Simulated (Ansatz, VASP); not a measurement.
# NaAg: VASP beside Ansatz

```
Na Ag
1.0
     0.00000    3.44133    3.44133
     3.44133    0.00000    3.44133
     3.44133    3.44133    0.00000
Na Ag
2 2
Cartesian
  0.8603 0.8603 0.8603
  -0.8603 -0.8603 -0.8603
  2.5810 2.5810 2.5810
  -2.5810 -2.5810 -2.5810
```

Alike in both runs: task single point; functional PBEsol; k mesh 9 × 9 × 9; occupations fermi-dirac, width 0.05 eV; no spin polarisation.

|  | VASP | Ansatz |
| --- | --- | --- |
| version | VASP 6.6.1 | Ansatz 0.2.0 |
| potentials or method | VASP PAW PBE potentials, release 64 (Na_pv, Ag) | PAW with Ansatz's default frozen-core files, scalar-relativistic |
| plane-wave cutoff (eV) | 520 | 420 |
| valence electrons in the cell | 36 | 56 |

|  | VASP | Ansatz | Ansatz less VASP |
| --- | --- | --- | --- |
| pressure (GPa) | 0.0 | 0.0 | -0.02 |

VASP's potentials were made for PBE, not for PBEsol. VASP's potentials hold 36 valence electrons a cell and Ansatz's 56, so a difference there can come from the potentials and not from the codes.
